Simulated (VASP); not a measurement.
**Be: single point with PBEsol**

The system is Be.

```
Be
1.0
     0.00000    1.55364    1.55364
     1.55364    0.00000    1.55364
     1.55364    1.55364    0.00000
Be
1
Direct
  0.00000 0.00000 0.00000
```

This isn't the form of Be at room conditions, which is hcp.

```
Program                : VASP 6.6.1
Task                   : single point
Functional             : PBEsol
Potentials or basis    : VASP PAW PBE potentials, release 64 (Be)
Cutoff                 : 600 eV
k mesh                 : 23 × 23 × 23
Occupations            : fermi-dirac, width 0.05 eV
Spin                   : no spin polarisation
Dipole correction      : no
Further INCAR settings : ALGO = Normal; EDIFF = 1e-06; NBANDS = 7
```

```
Pressure               : 5.4 GPa
Band gap on the k mesh : zero (bands 1 and 2 overlap by 0.67 eV)
```

Levels at points of the mesh, in eV from the Fermi level:
```
           k point  band 1  band 2  band 3  band 4  band 5
(0.00, 0.00, 0.00)  -12.21   20.16   20.16   20.16   29.97
```

Run time: 9.6 s on 1 thread of Intel(R) Xeon(R) Platinum 8488C (Sapphire Rapids) (shared host), peak memory 0.13 GiB.

Caveat: the cell stands under pressure; the PAW data sets were made with another functional, which shifts forces and pressure a little.
